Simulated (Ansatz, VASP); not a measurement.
**CdS: VASP beside Ansatz**

File POSCAR:

```
CdS
1.0
    0.0000000000      2.7537760889      2.7537760889
    2.7537760889      0.0000000000      2.7537760889
    2.7537760889      2.7537760889      0.0000000000
Cd S
1 1
Direct
    0.0000000000      0.0000000000      0.0000000000
    0.5000000000      0.5000000000      0.5000000000
```

Contents of INCAR.step1:

```
SYSTEM = CdS
ALGO = Normal
EDIFF = 1E-4
ENCUT = 520
GGA = PE
ISMEAR = 0
LASPH = .TRUE.
LCHARG = .FALSE.
LREAL = .FALSE.
LWAVE = .TRUE.
NBANDS = 16
NELM = 100
PREC = Accurate
SIGMA = 0.01
```

INCAR.step2

```
SYSTEM = CdS
ALGO = Normal
EDIFF = 1E-6
ENCUT = 520
ISIF = 2
ISMEAR = 0
ISTART = 1
LASPH = .TRUE.
LCHARG = .TRUE.
LELF = .TRUE.
LMIXTAU = .TRUE.
LREAL = .FALSE.
LVHAR = .TRUE.
LWAVE = .FALSE.
METAGGA = R2SCAN
NBANDS = 16
NELM = 100
PREC = Accurate
SIGMA = 0.01
```

Contents of KPOINTS:

```
k-points
0
G
  6 6 6
  0 0 0
```

Input for Ansatz:

```yaml
crystal:
  lattice:
    - [0.0, 2.7537760889, 2.7537760889]
    - [2.7537760889, 0.0, 2.7537760889]
    - [2.7537760889, 2.7537760889, 0.0]
  atoms:
    - { symbol: Cd, position: [0.0, 0.0, 0.0] }
    - { symbol: S, position: [0.5, 0.5, 0.5] }
kpoints:
  mp_grid: { grid: [6, 6, 6] }
hamiltonian:
  xc: r2scan
scf:
  occupations: { method: fixed }
  n_extra_bands: 4
output:
  forces: true
  stress: true
  eigenvalues: true
```

Alike in both runs: task single point; functional r2SCAN; k mesh 6 × 6 × 6; no spin polarisation.

|  | VASP | Ansatz |
| --- | --- | --- |
| version | VASP 6.6.1 | Ansatz 0.2.0 |
| potentials or method | VASP PAW PBE potentials, release 64 (Cd, S) | plane waves, PAW |
| plane-wave cutoff (eV) | 520 | 500 |
| occupations | gaussian, width 0.01 eV | fixed |
| valence electrons in the cell | 18 | 26 |

VASP gave:

```
gap on the k mesh at the Fermi level (eV) : 0.73
pressure (GPa)                            : -1.8
```

**Question.** Which values does Ansatz return?

**Answer.** gap on the k mesh at the Fermi level (eV): 0.75; pressure (GPa): -2.3.

VASP's potentials were made for PBE, not for r2SCAN. VASP's potentials hold 18 valence electrons a cell and Ansatz's 26, so a difference there can come from the potentials and not from the codes.
